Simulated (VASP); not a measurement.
# GeSb4Te4 (Cm) in VASP: notebook

GeSb4Te4 is run at these levels: PBE; tasks: single point.

Everything below comes from runs of VASP 6.6.1. Logs are shortened: lines on timing, memory, paths and dates and some standing lists are left out, and cuts for length are marked.

### 1 The cell of the first run

It takes space group Cm (No. 8, monoclinic). The conventional cell has a = 7.500 Å, b = 4.330 Å, c = 17.748 Å, α = 90.00°, β = 96.06°, γ = 90.00°. Ge (site symmetry m) has 6 Te at 3.01 Å within 4.0 Å. Sb (site symmetry m) has 3 Sb at 2.94 Å and 3 Te at 3.64 Å within 3.9 Å. Sb (site symmetry m) has 1 Te at 2.72 Å and 3 Sb at 2.94 Å within 3.6 Å. Within 4.0 Å of Sb (site symmetry m) lie 6 Te at 3.03 to 3.21 Å. Sb (site symmetry m) has 6 Te at 3.03 to 3.21 Å within 4.0 Å. Te (site symmetry m) has 3 Ge at 3.01 Å and 3 Sb at 3.21 Å within 4.0 Å. Within 4.0 Å of Te (site symmetry m) lie 3 Ge at 3.01 Å and 3 Sb at 3.21 Å. Te (site symmetry m) has 6 Sb at 3.03 to 3.64 Å within 4.0 Å.

### 2 Single point, PBE

File INCAR:

```
SYSTEM = GeSb4Te4
ALGO = Normal
EDIFF = 1E-7
ENCUT = 520
GGA = PE
ISIF = 2
ISMEAR = 0
LASPH = .True.
LCHARG = .False.
LREAL = .False.
LWAVE = .False.
NBANDS = 39
NELM = 60
PREC = Accurate
SIGMA = 0.03
```

File KPOINTS:

```
k-points
0
Gamma
  9 9 2
  0 0 0
```

File POSCAR:

```
GeSb4Te4
1.0
   -4.3299846501      0.0000000000      0.0000000000
   -2.1649923251     -3.7498767050      0.0000000000
   -1.6237442438     -0.9374691762     17.6486093019
Ge Sb Te
1 4 4
Direct
   -0.1547625000     -0.1547625000      0.6190500000
    0.2925460336      0.2925460336      0.1631491990
    0.6479289664      0.6479289664      0.0749508010
    0.5642120789      0.5642120789      0.4098183509
    0.1262629211      0.1262629211      0.8282816491
    0.2024412136      0.2024412136      0.5235684789
    0.4880337864      0.4880337864      0.7145315211
    0.9217458216      0.9217458216      0.3130167137
   -0.2312708216     -0.2312708216      0.9250832863
```

Potentials or basis: VASP PAW PBE potentials, release 64 (Ge_d, Sb, Te).

Started as:

```
cat potpaw_PBE.64/Ge_d/POTCAR potpaw_PBE.64/Sb/POTCAR potpaw_PBE.64/Te/POTCAR > POTCAR
mpirun -np 1 vasp_std > vasp.out
```

OUTCAR:

```text
SYSTEM = GeSb4Te4
   EDIFF = 1E-7
   ENCUT = 520
   GGA = PE
   ISIF = 2
   ISMEAR = 0
   LASPH = .True.
   LREAL = .False.
   NELM = 60
   PREC = Accurate

 ion  position               nearest neighbor table
   1  0.845  0.845  0.619-   6 3.01   7 3.01   7 3.01   6 3.01   7 3.01   6 3.01
   2  0.293  0.293  0.163-   3 2.94   3 2.94   3 2.94   8 3.64   8 3.64   8 3.64
   3  0.648  0.648  0.075-   9 2.72   2 2.94   2 2.94   2 2.94
   4  0.564  0.564  0.410-   8 3.03   8 3.03   8 3.03   6 3.21   6 3.21   6 3.21
   5  0.126  0.126  0.828-   9 3.03   9 3.03   9 3.03   7 3.21   7 3.21   7 3.21
   6  0.202  0.202  0.524-   1 3.01   1 3.01   1 3.01   4 3.21   4 3.21   4 3.21
   7  0.488  0.488  0.715-   1 3.01   1 3.01   1 3.01   5 3.21   5 3.21   5 3.21
   8  0.922  0.922  0.313-   4 3.03   4 3.03   4 3.03   2 3.64   2 3.64   2 3.64
   9  0.769  0.769  0.925-   3 2.72   5 3.03   5 3.03   5 3.03

  LATTYP: Found a base centered monoclinic cell.
 ALAT       =     7.4997534100
 B/A-ratio  =     0.5773502692
 C/A-ratio  =     2.3664676647
 COS(beta)  =    -0.1056426858

  Lattice vectors:

 A1 = (   4.3299846501,   0.0000000000,   0.0000000000)
 A2 = (   2.1649923251,   3.7498767050,   0.0000000000)
 A3 = (  -1.6237442438,  -0.9374691762,  17.6486093019)

Analysis of symmetry for initial positions (statically):
=====================================================================
 Subroutine PRICEL returns:
 Original cell was already a primitive cell.

 Routine SETGRP: Setting up the symmetry group for a
 base centered monoclinic supercell.

 Subroutine GETGRP returns: Found  2 space group operations
 (whereof  2 operations were pure point group operations)
 out of a pool of  4 trial point group operations.

The static configuration has the point symmetry C_1h.

Analysis of symmetry for dynamics (positions and initial velocities):
=====================================================================
 Subroutine PRICEL returns:
 Original cell was already a primitive cell.

 Routine SETGRP: Setting up the symmetry group for a
 base centered monoclinic supercell.

 Subroutine GETGRP returns: Found  2 space group operations
 (whereof  2 operations were pure point group operations)
 out of a pool of  4 trial point group operations.

The dynamic configuration has the point symmetry C_1h.

 Subroutine INISYM returns: Found  2 space group operations
 (whereof  2 operations are pure point group operations),
 and found     1 'primitive' translations

----------------------------------------------------------------------------------------
[... 111 lines left out ...]
   IBRION =     -1    ionic relax: 0-MD 1-quasi-New 2-CG
   NFREE  =      0    steps in history (QN), initial steepest desc. (CG)
   ISIF   =      2    stress and relaxation
   ISYM   =      2    0-nonsym 1-usesym 2-fastsym
   POTIM  = 0.5000    time-step for ionic-motion
   TEBEG  =    0.0;   TEEND  =   0.0 temperature during run
   PSTRESS=    0.0 pullay stress
   NELECT =      58.0000    total number of electrons
   NUPDOWN=      -1.0000    fix difference up-down
   EMIN   =  10.00;   EMAX   =-10.00  energy-range for DOS
   EFERMI =   0.00;   METHOD = LEGACY
   ISMEAR =     0;   SIGMA  =   0.03  broadening in eV -4-tet -1-fermi 0-gaus
   EFERMI_NEDOS =   21; number of points for ismear=-14 and -15
   IALGO  =     38    algorithm
   IMIX   =      4    mixing-type and parameters
     AMIX     =   0.40;   BMIX     =  1.00
     AMIX_MAG =   1.60;   BMIX_MAG =  1.00
  volume/ion in A,a.u.               =      31.84       214.87
  Fermi-wavevector in a.u.,A,eV,Ry     =   0.961198  1.816401 12.570446  0.923902
  Thomas-Fermi vector in A             =   2.090549
   LORBIT       =      0    0 simple, 1 ext, 2 COOP (PROOUT), +10 PAW based schemes
   GGA     = PE    functional components
   LHFCALC =     F    Hartree Fock is set to
   AEXX    =    0.0000 exact exchange contribution
   IVDW    =     0    specifies the selected vdW correction
   LEPSILON=     F    determine dielectric tensor
   LRPA    =     F    only Hartree local field effects (RPA)
 non-spin polarized calculation
 Gauss-broadening in eV      SIGMA  =   0.03
  energy-cutoff  :      520.00
  volume of cell :      286.56
 maximum number of plane-waves:      7740
   NGX = 17   NGY = 17   NGZ = 65

 number of electron      58.0000001 magnetization

 Free energy of the ion-electron system (eV)
  ---------------------------------------------------
  ext. energy  EPLUGINS =         0.00000000
  ---------------------------------------------------
  free energy    TOTEN  =       -33.53472976 eV

  energy without entropy =      -33.53269616  energy(sigma->0) =      -33.53371296

 E-fermi :   6.4493     XC(G=0):  -9.2345

 val. band max:        6.4445163797   @ k =   0.1111   0.1111   0.5000
 cond. band min:       6.4498086715   @ k =   0.0000   0.0000   0.5000
 fundamental gap:      0.0052922918
 Fermi energy:         6.4493050131

 k-point     1 :       0.0000    0.0000    0.0000
  band No.  band energies     occupation
      1     -18.6933      2.00000
      2     -18.6878      2.00000
      3     -18.6794      2.00000
      4     -18.6780      2.00000
      5     -18.6763      2.00000
      6      -6.9864      2.00000
[... 997 lines left out ...]
     38       9.3655      0.00000
     39       9.4007      0.00000

 [... further k-points ...]
[... 5 lines left out ...]
  --------------------------------------------------------------------------------------
  -------------------------------------------------------------------------------------
  Total        1.6443144      0.5007848      8.0311597      0.9903257      1.4951909      2.5897468
  in kB        9.1935156      2.7999346     44.9029642      5.5370036      8.3597519     14.4795164
  external PRESSURE =      18.9654714 kB  Pullay stress =       0.0000000 kB

 VOLUME and BASIS-vectors are now :
 -----------------------------------------------------------------------------
  energy-cutoff  :      520.00
  volume of cell :      286.56
      direct lattice vectors                 reciprocal lattice vectors
    -4.329984650  0.000000000  0.000000000    -0.230947701  0.133337717 -0.014165422
    -2.164992325 -3.749876705  0.000000000     0.000000000 -0.266675435 -0.014165422
    -1.623744244 -0.937469176 17.648609302     0.000000000  0.000000000  0.056661688

 POSITION                                       TOTAL-FORCE (eV/Angst)
 -----------------------------------------------------------------------------------
     -6.49498     -3.74988     10.92537         0.066194      0.038217     -0.048095
     -2.16499     -1.24996      2.87936         0.161936      0.093494      0.399927
     -4.32998     -2.49992      1.32278         0.427075      0.246572      2.075789
     -4.32998     -2.49992      7.23272         0.031603      0.018246      0.079392
     -2.16499     -1.24996     14.61802         0.035705      0.020614     -0.652452
     -2.16499     -1.24996      9.24026        -0.032009     -0.018480      0.002989
     -4.32998     -2.49992     12.61049        -0.159812     -0.092267      0.046357
     -6.49498     -3.74988      5.52431        -0.038784     -0.022392     -0.139467
     -6.49498     -3.74988     16.32643        -0.491907     -0.284003     -1.764441
 -----------------------------------------------------------------------------------
    total drift:                                0.000379      0.000219      0.000555

  FREE ENERGIE OF THE ION-ELECTRON SYSTEM (eV)
  ---------------------------------------------------
  free  energy   TOTEN  =       -33.5347297616 eV

  energy  without entropy=      -33.5326961572  energy(sigma->0) =      -33.53371296
```

stdout:

```text
POSCAR found type information on POSCAR GeSbTe
 POSCAR found :  3 types and       9 ions
 scaLAPACK will be used
 LDA part: xc-table for (Slater+PW92), standard interpolation
 POSCAR, INCAR and KPOINTS ok, starting setup
 FFT: planning ... GRIDC
 FFT: planning ... GRID_SOFT
 FFT: planning ... GRID
 WAVECAR not read
 entering main loop
```

It took 7.5 min on 1 thread of Intel Xeon 6975P-C (Granite Rapids), shared host; peak memory 0.71 GiB.

What came out:

| Item | Value |
| --- | --- |
| Free energy | -33.5347 eV |
| Pressure | 1.9 GPa |
| Largest force | 2.134 eV/Å |
| Band gap on the k mesh | zero (bands 29 and 30 overlap by 0.03 eV) |

Forces on the atoms (eV/Å):
```
Ge   0.066  0.038 -0.048
Sb   0.162  0.093  0.400
Sb   0.427  0.247  2.076
Sb   0.032  0.018  0.079
Sb   0.036  0.021 -0.652
Te  -0.032 -0.018  0.003
Te  -0.160 -0.092  0.046
Te  -0.039 -0.022 -0.139
Te  -0.492 -0.284 -1.764
```

Caveat: spin-orbit coupling is left out, which moves the levels of the heavy elements; forces of over 1 eV/Å act on the atoms, so gaps and moduli don't describe the material at rest.

### 3 Single point, PBE

File INCAR:

```
ALGO = Normal ; EDIFF = 1E-7
ENCUT = 520 ; GGA = PE
ISIF = 2 ; ISMEAR = 0
LASPH = T ; LCHARG = T
LELF = T ; LREAL = F
LVHAR = T ; LWAVE = F
NBANDS = 39 ; NELM = 60
PREC = Accurate ; SIGMA = 0.03
```

File KPOINTS:

```
k-points
0
Gamma
  9 9 2
```

File POSCAR:

```
GeSb4Te4
1.0
   -4.3299846501      0.0000000000      0.0000000000
   -2.1649923251     -3.7498767050      0.0000000000
   -2.7064569056     -1.5625736230     17.6486093019
Ge Sb Te
1 4 4
Direct
   -0.2579581350     -0.2579581350      0.6190500000
    0.2653490621      0.2653490621      0.1631491990
    0.6354346679      0.6354346679      0.0749508010
    0.4958953598      0.4958953598      0.4098183509
   -0.0118116298     -0.0118116298      0.8282816491
    0.1151623482      0.1151623482      0.5235684789
    0.3689213818      0.3689213818      0.7145315211
    0.8695659354      0.8695659354      0.3130167137
   -0.3854822054     -0.3854822054      0.9250832863
```

Potentials or basis: VASP PAW PBE potentials, release 64 (Ge_d, Sb, Te).

Started as:

```
cat potpaw_PBE.64/Ge_d/POTCAR potpaw_PBE.64/Sb/POTCAR potpaw_PBE.64/Te/POTCAR > POTCAR
mpirun -np 1 vasp_std > vasp.out
```

Run time: 7 min. Hardware: 1 thread of Intel Xeon 6975P-C (Granite Rapids), shared host; peak memory 0.71 GiB.

It converged, with:

```yaml
Free_energy: -33.5241 eV
Pressure: 1.9 GPa
Largest_force: 2.139 eV/Å
Band_gap_on_the_k_mesh: zero (bands 29 and 30 overlap by 0.15 eV)
```

Forces on the atoms (eV/Å):
```
Ge  -0.050 -0.029 -0.044
Sb  -0.163 -0.094  0.433
Sb  -0.403 -0.233  2.088
Sb  -0.024 -0.014  0.076
Sb   0.048  0.027 -0.677
Te   0.018  0.010  0.002
Te   0.106  0.061  0.048
Te   0.043  0.025 -0.142
Te   0.425  0.245 -1.785
```

Stress tensor (GPa, compression positive):
```
 0.44 -0.23 -1.29
-0.23  0.71 -0.75
-1.29 -0.75  4.53
```

Levels at points of the mesh, in eV from the Fermi level:
```csv
k point,band 26,band 27,band 28,band 29,band 30,band 31,band 32,band 33
"(0.00, 0.00, 0.00)",-1.39,-1.39,-1.25,-0.12,0.10,0.12,0.43,0.44
"(0.00, 0.00, 0.50)",-1.35,-1.33,-1.16,-0.12,-0.02,0.02,0.40,0.66
```

Caveat: spin-orbit coupling is left out, which moves the levels of the heavy elements; forces of over 1 eV/Å act on the atoms, so gaps and moduli don't describe the material at rest.
